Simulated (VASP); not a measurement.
A run of VASP 6.6.1 is set up as follows.

INCAR

```
PREC     = Accurate       # precision mode
ENCUT    = 520            # plane-wave cutoff, eV
EDIFF    = 1E-6           # SCF threshold, eV
ISMEAR   = 0              # smearing method
SIGMA    = 0.05           # smearing width, eV
LREAL    = F              # projectors in reciprocal space
LASPH    = T              # aspherical terms in the spheres
NELM     = 80             # most SCF steps
ALGO     = Normal         # electronic algorithm
ISIF     = 2              # what is computed and relaxed
LWAVE    = F              # write WAVECAR
LCHARG   = F              # write CHGCAR
GGA      = PS             # functional
NBANDS   = 11             # bands
```

KPOINTS

```
regular mesh
0
Gamma
  18 18 18
```

Contents of POSCAR:

```
SiC
1.0
    0.0000000000      2.0875311058      2.0875311058
    2.0875311058      0.0000000000      2.0875311058
    2.0875311058      2.0875311058      0.0000000000
Si C
1 1
Direct
    0.0000000000      0.0000000000      0.0000000000
    0.2500000000      0.2500000000      0.2500000000
```

Potentials or basis: VASP PAW PBE potentials, release 64 (Si, C).

Launch:

```console
$ cat potpaw_PBE.64/Si/POTCAR potpaw_PBE.64/C/POTCAR > POTCAR
$ mpirun -np 1 vasp_std > vasp.out
```

(1) Estimate the band gap on the k mesh.

(2) Estimate the pressure.

## Answers

(1) 1.11 eV, indirect (least direct gap 4.56 eV).

(2) 36.7 GPa.

Caveat: the PAW data sets were made with another functional, which shifts forces and pressure a little.
